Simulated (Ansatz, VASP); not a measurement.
One calculation of PbSe, two programs

The input INCAR:

```
PREC = Accurate
ENCUT = 520
EDIFF = 1E-7
ISMEAR = 0
SIGMA = 0.01
LREAL = F
LASPH = T
NELM = 80
ALGO = Normal
ISIF = 2
LWAVE = F
LCHARG = F
GGA = PE
NBANDS = 28
```

The input KPOINTS:

```
regular mesh
0
Gamma
  6 6 4
```

POSCAR

```
PbSe
1.0
    5.2076034690      0.0000000000      0.0000000000
   -2.6038017346      4.5099168970      0.0000000000
    0.0000000000      0.0000000000      6.2635707288
Pb Se
2 2
Direct
    0.3333333333      0.6666666667     -0.0648560059
    0.6666666667      0.3333333333      0.4351439941
    0.3333333333      0.6666666667      0.4398560059
    0.6666666667      0.3333333333      0.9398560059
```

Input for Ansatz:

```yaml
crystal:
  lattice:
    - [5.207603469, 0.0, 0.0]
    - [-2.6038017346, 4.509916897, 0.0]
    - [0.0, 0.0, 6.2635707288]
  atoms:
    - { symbol: Pb, position: [0.3333333333, 0.6666666667, -0.0648560059] }
    - { symbol: Pb, position: [0.6666666667, 0.3333333333, 0.4351439941] }
    - { symbol: Se, position: [0.3333333333, 0.6666666667, 0.4398560059] }
    - { symbol: Se, position: [0.6666666667, 0.3333333333, 0.9398560059] }
kpoints:
  mp_grid: { grid: [6, 6, 4] }
hamiltonian:
  xc: pbe
scf:
  occupations: { method: fixed }
  n_extra_bands: 5
output:
  forces: true
  stress: true
  eigenvalues: true
```

Alike in both runs: task single point; functional PBE; k mesh 6 × 6 × 4; no spin polarisation.

|  | VASP | Ansatz |
| --- | --- | --- |
| version | VASP 6.6.1 | Ansatz 0.2.0 |
| potentials or method | VASP PAW PBE potentials, release 64 (Pb_d, Se) | plane waves, PAW |
| plane-wave cutoff (eV) | 520 | 420 |
| occupations | gaussian, width 0.01 eV | fixed |
| valence electrons in the cell | 40 | 60 |

```tsv
	VASP	Ansatz	Ansatz less VASP
gap on the k mesh at the Fermi level (eV)	1.19	1.19	-0.003
pressure (GPa)	0.0	0.0	+0.01
```

VASP's potentials hold 40 valence electrons a cell and Ansatz's 60, so a difference there can come from the potentials and not from the codes.

Neither program's run includes spin-orbit coupling.
